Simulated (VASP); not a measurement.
Runs of VASP 6.6.1 on Pt2Se. The structure is that of space group Pnnm (No. 58), or close to it. The cells are those of the table. 

| task | spin | cell | k mesh | cutoff (eV) | gap on the mesh (eV) | pressure (GPa) | largest force (eV/Å) |
| --- | --- | --- | --- | --- | --- | --- | --- |
| relaxation of cell and atoms | off | relaxed from a = 4.806, b = 5.866, c = 3.662 Å, 6 atoms | 4 × 4 × 6 | 600 | none | 0.0 | 0.01 |
| single point | collinear, ferromagnetic start | a = 4.806, b = 5.866, c = 3.662 Å, 6 atoms | 4 × 4 × 6 | 520 | none | 27.5 | 2.55 |
| single point | off | a = 4.806, b = 5.866, c = 3.662 Å, 6 atoms | 4 × 4 × 6 | 520 | none | 27.5 | 2.55 |
| single point | off | a = 3.880, b = 7.574, c = 3.539 Å, 6 atoms | 10 × 6 × 10 | 520 | none | (a) | 0.01 |
| single point | off | a = 3.905, b = 7.590, c = 3.511 Å, 6 atoms | 4 × 4 × 6 | 520 | none | -0.2 | 0.02 |

Alike in all rows: level PBE; potentials or basis VASP PAW PBE potentials, release 64 (Pt, Se); smearing gaussian 0.1 eV.

Problem. Fill in the values left out.

Solution. (a) -0.1.

Caveats: some runs use coarse meshes; spin-orbit coupling is left out, which moves the levels of the heavy elements; forces of over 1 eV/Å act on the atoms, so gaps and moduli don't describe the material at rest (some runs).

A k mesh can miss the band edges, and the runs leave out spin-orbit coupling on Pt, Se.

A gap of «none» marks levels without a gap at the run's occupations.
